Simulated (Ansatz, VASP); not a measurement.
Na: VASP beside Ansatz

```
CELL_PARAMETERS angstrom
0.00000 2.66666 2.66666
2.66666 0.00000 2.66666
2.66666 2.66666 0.00000
ATOMIC_POSITIONS crystal
Na 0.00000 0.00000 0.00000
```

Alike in both runs: task single point; functional RPBE; k mesh 11 × 11 × 11; occupations fermi-dirac, width 0.1 eV; no spin polarisation.

|  | VASP | Ansatz |
| --- | --- | --- |
| version | VASP 6.6.1 | Ansatz 0.2.0 |
| potentials or method | VASP PAW PBE potentials, release 64 (Na_pv), cutoff 520 eV | plane waves (420 eV) with PAW, scalar-relativistic |
| valence electrons in the cell | 7 | 9 |

```csv
,VASP,Ansatz,Ansatz less VASP
pressure (GPa),0.3,0.3,-0.02
```

VASP's potentials were made for PBE, not for RPBE. With one functional, cell and mesh, what is left measures potentials, basis and numerics. VASP's potentials hold 7 valence electrons a cell and Ansatz's 9, so a difference there can come from the potentials and not from the codes.
